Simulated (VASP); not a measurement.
A run of VASP 6.6.1 is set up as follows.

INCAR

```
  PREC = Accurate
  ENCUT = 520
  EDIFF = 1E-6
  ISMEAR = -1
  SIGMA = 0.05
  LREAL = False
  LASPH = True
  NELM = 60
  ALGO = Normal
  ISIF = 2
  LWAVE = False
  LCHARG = False
  GGA = PS
  NBANDS = 21
```

The input KPOINTS:

```
regular mesh
0
Gamma
  11 11 11
```

POSCAR

```
Sn
1.0
    0.0000000000      3.2456000000      3.2456000000
    3.2456000000      0.0000000000      3.2456000000
    3.2456000000      3.2456000000      0.0000000000
Sn
2
Direct
    0.5000000000      0.5000000000      0.5000000000
    0.7500000000      0.7500000000      0.7500000000
```

Potentials or basis: VASP PAW PBE potentials, release 64 (Sn_d).

Command:

```console
$ cat potpaw_PBE.64/Sn_d/POTCAR > POTCAR
$ mpirun -np 1 vasp_std > vasp.out
```

(1) Estimate the band gap on the k mesh.

(2) Predict the pressure.

## Answers

(1) zero (band 14 reaches 5.57 eV, above the bottom of band 15 at 5.43 eV).

(2) 0.9 GPa.

Caveat: the PAW data sets were made with another functional, which shifts forces and pressure a little; spin-orbit coupling is left out, which moves the levels of the heavy elements.
